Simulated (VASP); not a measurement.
# TiSi16 (a cell with a defect) in VASP: single point with PBE

Aim: the single point of TiSi16 (a cell with a defect) with PBE.

All numbers are computed with VASP 6.6.1; they aren't measurements. Logs are shortened: lines on timing, memory, paths and dates and some standing lists are left out, and cuts for length are marked.

### Step 1. The cell of the first run

The cell holds a defect, 17 atoms: a = 7.679 Å, b = 7.679 Å, c = 7.679 Å, α = 60.00°, β = 60.00°, γ = 60.00°.

### Step 2. Single point, PBE

Contents of INCAR:

```
PREC     = Accurate       # precision mode
ENCUT    = 520            # plane-wave cutoff, eV
EDIFF    = 1E-6           # SCF threshold, eV
ISMEAR   = 0              # smearing method
SIGMA    = 0.05           # smearing width, eV
LREAL    = Auto         
LASPH    = T              # aspherical terms in the spheres
NELM     = 60             # most SCF steps
ALGO     = Normal         # electronic algorithm
ISIF     = 2              # what is computed and relaxed
LWAVE    = F              # write WAVECAR
LCHARG   = T              # write CHGCAR
GGA      = PE             # functional
LELF     = T              # ELF
LVHAR    = T            
NBANDS   = 52             # bands
```

Contents of KPOINTS:

```
regular mesh
0
Gamma
  2 2 2
```

Contents of POSCAR:

```
TiSi16
1.0
    0.0000000000      5.4300000000      5.4300000000
    5.4300000000      0.0000000000      5.4300000000
    5.4300000000      5.4300000000      0.0000000000
Si Ti
16 1
Direct
    0.0013166667      0.0011319521      0.0020343462
    0.1248248619      0.1245233886      0.1257034991
    0.0012840700      0.0010908840      0.4962604972
    0.1214693370      0.1214529466      0.6288765193
    0.0013695212      0.4951076427      0.0020755985
    0.1215247698      0.6279560773      0.1222249540
   -0.0125037753      0.5038376611      0.5046279006
    0.1215816759      0.6279028545      0.6289155617
    0.4953974217      0.0011469613      0.0020462247
    0.6281623389      0.1214293738      0.1221465009
    0.5039369245     -0.0124562615      0.5045288214
    0.6281144567      0.1214809392      0.6288890424
    0.5039612339      0.5037608656     -0.0117711786
    0.6282081031      0.6279696133      0.1222521179
    0.5039925414      0.5038453959      0.5046693370
    0.6247904236      0.6248843462      0.6255532228
    0.3748249540      0.3747835175      0.3755398711
```

Potentials or basis: VASP PAW PBE potentials, release 64 (Si, Ti_sv).

On the command line:

```
> cat potpaw_PBE.64/Si/POTCAR potpaw_PBE.64/Ti_sv/POTCAR > POTCAR
> mpirun -np 1 vasp_std > vasp.out
```

OUTCAR:

```text
PREC = Accurate
   ENCUT = 520
   EDIFF = 1E-6
   ISMEAR = 0
   LREAL = Auto
   LASPH = T
   NELM = 60
   ISIF = 2
   GGA = PE

 ion  position               nearest neighbor table
   1  0.001  0.001  0.002-   2 2.32  10 2.34   4 2.34   6 2.34
   2  0.125  0.125  0.126-   3 2.32   1 2.32   9 2.32   5 2.32
   3  0.001  0.001  0.496-   2 2.32   4 2.34  12 2.34   8 2.34
   4  0.121  0.121  0.629-   1 2.34   3 2.34   7 2.40  11 2.40  17 2.75
   5  0.001  0.495  0.002-   2 2.32   6 2.34   8 2.34  14 2.34
   6  0.122  0.628  0.122-   5 2.34   1 2.34   7 2.40  13 2.40  17 2.75
   7  0.987  0.504  0.505-  16 2.27   4 2.40   6 2.40   8 2.40  17 2.43
   8  0.122  0.628  0.629-   5 2.34   3 2.34  15 2.40   7 2.40  17 2.75
   9  0.495  0.001  0.002-   2 2.32  10 2.34  12 2.34  14 2.34
  10  0.628  0.121  0.122-   9 2.34   1 2.34  13 2.40  11 2.40  17 2.75
  11  0.504  0.988  0.505-  16 2.27  10 2.40   4 2.40  12 2.40  17 2.43
  12  0.628  0.121  0.629-   9 2.34   3 2.34  15 2.40  11 2.40  17 2.75
  13  0.504  0.504  0.988-  16 2.27  10 2.40   6 2.40  14 2.40  17 2.43
  14  0.628  0.628  0.122-   5 2.34   9 2.34  15 2.40  13 2.40  17 2.75
  15  0.504  0.504  0.505-  16 2.27  12 2.40   8 2.40  14 2.40  17 2.43
  16  0.625  0.625  0.626-  11 2.27  13 2.27   7 2.27  15 2.27
  17  0.375  0.375  0.376-  11 2.43  13 2.43   7 2.43  15 2.43   8 2.75  14 2.75   6 2.75  12 2.75
                             4 2.75  10 2.75

  LATTYP: Found a face centered cubic cell.
 ALAT       =    10.8600000000

  Lattice vectors:

 A1 = (   0.0000000000,   5.4300000000,   5.4300000000)
 A2 = (   5.4300000000,   0.0000000000,   5.4300000000)
 A3 = (   5.4300000000,   5.4300000000,   0.0000000000)

Analysis of symmetry for initial positions (statically):
=====================================================================
 Subroutine PRICEL returns:
 Original cell was already a primitive cell.

 Routine SETGRP: Setting up the symmetry group for a
 face centered cubic supercell.

 Subroutine GETGRP returns: Found  1 space group operations
 (whereof  1 operations were pure point group operations)
 out of a pool of 48 trial point group operations.

The static configuration has the point symmetry C_1 .

Analysis of symmetry for dynamics (positions and initial velocities):
=====================================================================
 Subroutine PRICEL returns:
 Original cell was already a primitive cell.

 Routine SETGRP: Setting up the symmetry group for a
 face centered cubic supercell.

 Subroutine GETGRP returns: Found  1 space group operations
 (whereof  1 operations were pure point group operations)
 out of a pool of 48 trial point group operations.

The dynamic configuration has the point symmetry C_1 .

 Subroutine INISYM returns: Found  1 space group operations
 (whereof  1 operations are pure point group operations),
 and found     1 'primitive' translations

----------------------------------------------------------------------------------------

                                     Primitive cell

  volume of cell :     320.2060

  direct lattice vectors                    reciprocal lattice vectors
     0.000000000  5.430000000  5.430000000    -0.092081031  0.092081031  0.092081031
     5.430000000  0.000000000  5.430000000     0.092081031 -0.092081031  0.092081031
     5.430000000  5.430000000  0.000000000     0.092081031  0.092081031 -0.092081031

  length of vectors
     7.679179644  7.679179644  7.679179644     0.159489025  0.159489025  0.159489025

  position of ions in fractional coordinates (direct lattice)
     0.001316667  0.001131952  0.002034346
     0.124824862  0.124523389  0.125703499
     0.001284070  0.001090884  0.496260497
     0.121469337  0.121452947  0.628876519
     0.001369521  0.495107643  0.002075598
     0.121524770  0.627956077  0.122224954
[... 9 lines left out ...]
     0.624790424  0.624884346  0.625553223
     0.374824954  0.374783517  0.375539871

  ion indices of the primitive-cell ions
   primitive index   ion index
                 1           1
                 2           2
                 3           3
                 4           4
                 5           5
                 6           6
[... 9 lines left out ...]
                16          16
                17          17

----------------------------------------------------------------------------------------

 KPOINTS: regular mesh

Automatic generation of k-mesh.
 Grid dimensions read from file:
 generate k-points for:    2    2    2

 Generating k-lattice:

  Cartesian coordinates                     Fractional coordinates (reciprocal lattice)
    -0.046040516  0.046040516  0.046040516     0.500000000  0.000000000  0.000000000
     0.046040516 -0.046040516  0.046040516     0.000000000  0.500000000  0.000000000
     0.046040516  0.046040516 -0.046040516     0.000000000  0.000000000  0.500000000

  Length of vectors
     0.079744512  0.079744512  0.079744512

  Shift w.r.t. Gamma in fractional coordinates (k-lattice)
     0.000000000  0.000000000  0.000000000

 Subroutine IBZKPT returns following result:
 ===========================================

 Found      8 irreducible k-points:

 Following reciprocal coordinates:
            Coordinates               Weight
  0.000000  0.000000  0.000000      1.000000
  0.500000  0.000000  0.000000      1.000000
  0.000000  0.500000  0.000000      1.000000
  0.000000  0.000000  0.500000      1.000000
  0.500000  0.500000  0.500000      1.000000
  0.500000  0.500000  0.000000      1.000000
  0.000000  0.500000  0.500000      1.000000
  0.500000  0.000000  0.500000      1.000000
   k-points           NKPTS =      8   k-points in BZ     NKDIM =      8   number of bands    NBANDS=     52
   number of dos      NEDOS =    301   number of ions     NIONS =     17
   total plane-waves  NPLWV = 216000
   dimension x,y,z NGX =    60 NGY =   60 NGZ =   60
   dimension x,y,z NGXF=   120 NGYF=  120 NGZF=  120
   ions per type =              16   1
   NGX,Y,Z   is equivalent  to a cutoff of  12.99, 12.99, 12.99 a.u.
   NGXF,Y,Z  is equivalent  to a cutoff of  25.98, 25.98, 25.98 a.u.
 SYSTEM =  unknown system
   PREC   = accura    normal or accurate (medium, high low for compatibility)
   ISTART =      0    job   : 0-new  1-cont  2-samecut
   ICHARG =      2    charge: 1-file 2-atom 10-const
   ISPIN  =      1    spin polarized calculation?
   LNONCOLLINEAR =      F non collinear calculations
   LSORBIT =      F    spin-orbit coupling
   LASPH  =      T    aspherical Exc in radial PAW
   ENCUT  =  520.0 eV  38.22 Ry    6.18 a.u.  14.28 14.28 14.28*2*pi/ulx,y,z
   NELM   =     60;   NELMIN=  2; NELMDL= -5     # of ELM steps
   EDIFF  = 0.1E-05   stopping-criterion for ELM
   LREAL  =      T    real-space projection
   EDIFFG = 0.1E-04   stopping-criterion for IOM
   NSW    =      0    number of steps for IOM
   IBRION =     -1    ionic relax: 0-MD 1-quasi-New 2-CG
   NFREE  =      0    steps in history (QN), initial steepest desc. (CG)
   ISIF   =      2    stress and relaxation
   ISYM   =      2    0-nonsym 1-usesym 2-fastsym
   POTIM  = 0.5000    time-step for ionic-motion
   TEBEG  =    0.0;   TEEND  =   0.0 temperature during run
   PSTRESS=    0.0 pullay stress
   NELECT =      76.0000    total number of electrons
   NUPDOWN=      -1.0000    fix difference up-down
   EMIN   =  10.00;   EMAX   =-10.00  energy-range for DOS
   EFERMI =   0.00;   METHOD = LEGACY
   ISMEAR =     0;   SIGMA  =   0.05  broadening in eV -4-tet -1-fermi 0-gaus
   EFERMI_NEDOS =   21; number of points for ismear=-14 and -15
   IALGO  =     38    algorithm
   IMIX   =      4    mixing-type and parameters
     AMIX     =   0.40;   BMIX     =  1.00
     AMIX_MAG =   1.60;   BMIX_MAG =  1.00
  volume/ion in A,a.u.               =      18.84       127.11
  Fermi-wavevector in a.u.,A,eV,Ry     =   1.013607  1.915439 13.978610  1.027399
  Thomas-Fermi vector in A             =   2.146786
   LORBIT       =      0    0 simple, 1 ext, 2 COOP (PROOUT), +10 PAW based schemes
   GGA     = PE    functional components
   LHFCALC =     F    Hartree Fock is set to
   AEXX    =    0.0000 exact exchange contribution
   IVDW    =     0    specifies the selected vdW correction
   LEPSILON=     F    determine dielectric tensor
   LRPA    =     F    only Hartree local field effects (RPA)
 non-spin polarized calculation
 Gauss-broadening in eV      SIGMA  =   0.05
  energy-cutoff  :      520.00
  volume of cell :      320.21
 maximum number of plane-waves:      8646
 NGX is ok and might be reduce to    60
   NGX = 29   NGY = 29   NGZ = 29

 number of electron      75.9999998 magnetization

 Free energy of the ion-electron system (eV)
  ---------------------------------------------------
  ext. energy  EPLUGINS =         0.00000000
  ---------------------------------------------------
  free energy    TOTEN  =       -92.21371407 eV

  energy without entropy =      -92.18888756  energy(sigma->0) =      -92.20130082

 E-fermi :   6.9303     XC(G=0):  -9.7515

 val. band max:        6.8933503235   @ k =   0.5000   0.5000   0.0000
 cond. band min:       6.9615377646   @ k =   0.5000   0.0000   0.0000
 fundamental gap:      0.0681874411
 Fermi energy:         6.9302884431

 k-point     1 :       0.0000    0.0000    0.0000
  band No.  band energies     occupation
      1     -49.8786      2.00000
      2     -26.2519      2.00000
      3     -26.2512      2.00000
      4     -26.2507      2.00000
      5      -5.7208      2.00000
      6      -3.5136      2.00000
[... 42 lines left out ...]
     49       8.1716      0.00000
     50       8.4830      0.00000

 k-point     2 :       0.5000    0.0000    0.0000
  band No.  band energies     occupation
      1     -49.8786      2.00000
      2     -26.2519      2.00000
      3     -26.2512      2.00000
      4     -26.2507      2.00000
      5      -5.0130      2.00000
      6      -4.8017      2.00000
[... 310 lines left out ...]
 k-point     8 :       0.5000    0.0000    0.5000
  band No.  band energies     occupation
      1     -49.8786      2.00000
      2     -26.2519      2.00000
      3     -26.2512      2.00000
      4     -26.2507      2.00000
      5      -4.6917      2.00000
      6      -4.6028      2.00000
[... 42 lines left out ...]
     49       9.8747      0.00000
     50      10.5387      0.00000
 [bands above 50 left out]

------------------------ aborting loop because EDIFF is reached ----------------------------------------

  FORCE on cell =-STRESS in cart. coord.  units (eV):
  Direction    XX          YY          ZZ          XY          YZ          ZX
  --------------------------------------------------------------------------------------
  -------------------------------------------------------------------------------------
  Total        8.0243552      8.0293833      8.0320018      0.0168241     -0.0114223     -0.0152096
  in kB       40.1505265     40.1756850     40.1887867      0.0841810     -0.0571525     -0.0761026
  external PRESSURE =      40.1716661 kB  Pullay stress =       0.0000000 kB

 VOLUME and BASIS-vectors are now :
 -----------------------------------------------------------------------------
  energy-cutoff  :      520.00
  volume of cell :      320.21
      direct lattice vectors                 reciprocal lattice vectors
     0.000000000  5.430000000  5.430000000    -0.092081031  0.092081031  0.092081031
     5.430000000  0.000000000  5.430000000     0.092081031 -0.092081031  0.092081031
     5.430000000  5.430000000  0.000000000     0.092081031  0.092081031 -0.092081031

 POSITION                                       TOTAL-FORCE (eV/Angst)
 -----------------------------------------------------------------------------------
      0.01719      0.01820      0.01330         0.000196      0.001004      0.000936
      1.35873      1.36037      1.35396        -0.002212     -0.004074      0.004754
      2.70062      2.70167      0.01290        -0.000213     -0.000554      0.000548
      4.07429      4.07438      1.31907        -0.000496     -0.000157      0.002716
      2.69970      0.01871      2.69587        -0.001994      0.000991     -0.000844
      4.07348      1.32356      4.06968        -0.000419      0.000471      0.000123
[... 9 lines left out ...]
      6.78988      6.78937      6.78573        -0.003015     -0.002541      0.002468
      4.07426      4.07448      4.07037         0.008203      0.006851     -0.006123
 -----------------------------------------------------------------------------------
    total drift:                                0.007100      0.005249     -0.003666

  FREE ENERGIE OF THE ION-ELECTRON SYSTEM (eV)
  ---------------------------------------------------
  free  energy   TOTEN  =       -92.2137140729 eV

  energy  without entropy=      -92.1888875628  energy(sigma->0) =      -92.20130082
```

Run time: 6.8 min. Hardware: 1 thread of Intel Xeon 8259CL, shared host; peak memory 0.51 GiB.

What came out:

| Item | Value |
| --- | --- |
| Free energy | -92.2137 eV |
| Pressure | 4.0 GPa |
| Largest force | 0.012 eV/Å |
| Band gap on the k mesh | zero (band 38 reaches 6.96 eV, above the bottom of band 39 at 6.53 eV) |

Forces in eV/Å, atoms in the order of the input:
```
Si   0.000  0.001  0.001
Si  -0.002 -0.004  0.005
Si   0.000 -0.001  0.001
Si   0.000  0.000  0.003
Si  -0.002  0.001 -0.001
Si   0.000  0.000  0.000
Si   0.003 -0.002 -0.005
Si  -0.001  0.000  0.000
Si   0.000 -0.001 -0.001
Si  -0.001  0.000  0.000
Si  -0.002  0.003 -0.004
Si  -0.001 -0.002  0.000
Si  -0.001 -0.002  0.003
Si  -0.001 -0.001 -0.001
Si   0.003  0.004  0.003
Si  -0.003 -0.003  0.002
Ti   0.008  0.007 -0.006
```

Caveat: the k points lie up to 0.50 Å⁻¹ apart.
